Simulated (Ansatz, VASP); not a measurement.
# Rh in VASP and in Ansatz

```
Rh
1.0
     2.67021    0.00000    0.00000
    -1.33511    2.31247    0.00000
     0.00000    0.00000    4.29942
Rh
2
Cartesian
  1.3351 0.7708 3.2246
  0.0000 1.5416 1.0749
```

Alike in both runs: task single point; functional LDA; k mesh 21 × 21 × 12; occupations gaussian, width 0.15 eV; no spin polarisation.

|  | VASP | Ansatz |
| --- | --- | --- |
| version | VASP 6.6.1 | Ansatz 0.2.0 |
| potentials or method | VASP PAW LDA potentials, release 64 (Rh_pv), cutoff 520 eV | scalar-relativistic, plane waves, PAW |
| valence electrons in the cell | 30 | 34 |

|  | VASP | Ansatz | Ansatz less VASP |
| --- | --- | --- | --- |
| gap on the k mesh at the Fermi level (eV) | none | none | - |
| pressure (GPa) | 0.9 | 0.1 | -0.82 |
| traceless stress, the component that is largest in VASP (GPa) | 0.51 | 0.49 | -0.018 |

Ansatz warns that its potentials were made for another functional, while VASP's fit it. LDA's correlation is that of Perdew and Zunger in VASP and of Perdew and Wang (1992) in Ansatz. A gap of «none» marks a metal or a gap that the smearing closes. VASP's potentials hold 30 valence electrons a cell and Ansatz's 34, so a difference there can come from the potentials and not from the codes.
